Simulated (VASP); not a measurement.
Write the native input for VASP 6.6.1 that does the following.

```yaml
Task: single point
Functional: PBE
Potentials_or_basis: VASP PAW PBE potentials, release 64 (Mo_sv, S)
Cutoff: 500 eV
k_mesh: 4 × 4 × 4
Occupations: gaussian, width 0.01 eV
Spin: no spin polarisation
Dipole_correction: no
Further_INCAR_settings: ALGO = Normal; EDIFF = 1e-06; NBANDS = 20
```

The structure of MoS2 lies in POSCAR:

```
MoS2
1.0
    1.5875903435      0.9165957122      6.1939280070
   -1.5875903435      0.9165957122      6.1939280070
    0.0000000000     -1.8331914244      6.1939280070
Mo S
1 2
Direct
    0.0000965174      0.0000965174      0.0000965174
    0.2497906771      0.2497906771      0.2497906771
    0.4171128055      0.4171128055      0.4171128055
```

These files were run (other wordings do the same):

INCAR

```
SYSTEM = MoS2
PREC = Accurate
ENCUT = 500
EDIFF = 1E-6
ISMEAR = 0
SIGMA = 0.01
LREAL = .FALSE.
LASPH = .TRUE.
NELM = 120
ALGO = Normal
ISIF = 2
LWAVE = .FALSE.
LCHARG = .FALSE.
GGA = PE
NBANDS = 20
GGA_COMPAT = .FALSE.
```

KPOINTS

```
regular mesh
0
G
  4 4 4
  0 0 0
```

Potentials or basis: VASP PAW PBE potentials, release 64 (Mo_sv, S).

Command:

```console
$ cat potpaw_PBE.64/Mo_sv/POTCAR potpaw_PBE.64/S/POTCAR > POTCAR
$ mpirun -np 1 vasp_std > vasp.out
```

It gave:

The pressure is 1.9 GPa, the largest force is 0.065 eV/Å and the band gap on the k mesh is 1.24 eV (least direct gap 2.12 eV).

Caveat: the k points lie up to 0.58 Å⁻¹ apart.

Wall time 2.8 min on 1 thread of Intel Xeon 8259CL (shared host), peak memory 0.31 GiB.
